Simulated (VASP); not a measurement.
Runs of VASP 6.6.1 on Ga. The structure is that of space group Fd-3m (No. 227), or close to it. The cells are those of the table. This isn't the form of Ga at room conditions, which is orthorhombic.

| cell | gap on the mesh (eV) | pressure (GPa) |
| --- | --- | --- |
| a = 4.159 Å, angles 60.0°, 2 atoms | none | 0.2 |
| a = 4.045 Å, angles 60.0°, 2 atoms | none | 3.8 |
| a = 3.985 Å, angles 60.0°, 2 atoms | none | (a) |
| a = 4.267 Å, angles 60.0°, 2 atoms | none | -2.1 |
| a = 4.102 Å, angles 60.0°, 2 atoms | none | (b) |

Alike in all rows: task single point; level PBE; potentials or basis VASP PAW PBE potentials, release 64 (Ga_d); no spin polarisation; k mesh 15 × 15 × 15; cutoff (eV) 520; smearing fermi-dirac 0.1 eV.

Problem. Fill in the values left out.

Solution. (a) 6.4; (b) 1.8.

Caveats: the cell stands under pressure (at least some runs).

A k mesh can miss the band edges, and the runs leave out spin-orbit coupling on Ga.

A gap of «none» marks levels without a gap at the run's occupations.
